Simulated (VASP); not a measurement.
Write the native input for VASP 6.6.1 that does the following.

| Quantity | Value |
| --- | --- |
| Task | single point |
| Functional | r2SCAN |
| Potentials or basis | VASP PAW PBE potentials, release 64 (P) |
| Cutoff | 520 eV |
| k mesh | 16 × 16 × 16 |
| Occupations | gaussian, width 0.1 eV |
| Spin | no spin polarisation |
| Dipole correction | no |
| Further INCAR settings | ALGO = Normal; EDIFF = 1e-07; NBANDS = 12 |

The system is P.

```
P
1.0
    -1.70090    2.52401    1.86671
     1.70090   -2.52401    1.86671
     1.70090    2.52401   -1.86671
P
2
Direct
  0.80248 0.05248 0.75000
  0.19752 0.94752 0.25000
```

One way to write it, as run:

POSCAR

```
P
1.0
   -1.7008964784      2.5240145756      1.8667143343
    1.7008964784     -2.5240145756      1.8667143343
    1.7008964784      2.5240145756     -1.8667143343
P
2
Direct
    0.8024751831      0.0524751831      0.7500000000
    0.1975248169      0.9475248169      0.2500000000
```

INCAR.step1

```
SYSTEM = P
PREC = Accurate
ENCUT = 520
ISMEAR = 0
SIGMA = 0.1
LREAL = .False.
LASPH = .True.
NELM = 60
NBANDS = 12
GGA = PE
ALGO = Normal
EDIFF = 1E-4
LWAVE = .True.
LCHARG = .False.
```

INCAR.step2

```
SYSTEM = P
PREC = Accurate
ENCUT = 520
EDIFF = 1E-7
ISMEAR = 0
SIGMA = 0.1
LREAL = .False.
LASPH = .True.
NELM = 60
ALGO = Normal
ISIF = 2
LWAVE = .False.
LCHARG = .False.
METAGGA = R2SCAN
LMIXTAU = .True.
NBANDS = 12
ISTART = 1
```

KPOINTS

```
regular mesh
0
Gamma
  16 16 16
  0 0 0
```

Potentials or basis: VASP PAW PBE potentials, release 64 (P).

Command:

```bash
$ cat potpaw_PBE.64/P/POTCAR > POTCAR
$ cp INCAR.step1 INCAR
$ mpirun -np 1 vasp_std > vasp.out
$ cp INCAR.step2 INCAR
$ mpirun -np 1 vasp_std > vasp.out
```

It gave:

- Pressure: -0.6 GPa
- Largest force: 0.092 eV/Å
- Band gap on the k mesh: zero (bands 5 and 6 overlap by 1.12 eV)

Caveat: the PAW data sets were made with another functional, which shifts forces and pressure a little.

Wall time 8.4 min on 1 thread of Intel(R) Xeon(R) Platinum 8488C (Sapphire Rapids), with other jobs on the host, peak memory 0.29 GiB.
